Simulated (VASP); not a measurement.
A run of VASP 6.6.1 is set up as follows.

INCAR

```
PREC = Accurate
ENCUT = 520
EDIFF = 1E-6
ISMEAR = -1
SIGMA = 0.05
LREAL = F
LASPH = T
NELM = 80
ALGO = Normal
ISIF = 2
LWAVE = F
LCHARG = F
GGA = PE
IVDW = 13
NBANDS = 11
```

KPOINTS

```
regular mesh
0
Gamma
  10 10 10
```

File POSCAR:

```
BP
1.0
    0.0000000000      2.2521364139      2.2521364139
    2.2521364139      0.0000000000      2.2521364139
    2.2521364139      2.2521364139      0.0000000000
P B
1 1
Direct
    0.7500000000      0.7500000000      0.7500000000
    0.0000000000      0.0000000000      0.0000000000
```

Potentials or basis: VASP PAW PBE potentials, release 64 (P, B).

Launch:

```sh
$ cat potpaw_PBE.64/P/POTCAR potpaw_PBE.64/B/POTCAR > POTCAR
$ mpirun -np 1 vasp_std > vasp.out
```

Q: Estimate the dispersion energy per atom.

A: -0.361 eV.

Q: Estimate the pressure.

A: -0.3 GPa.
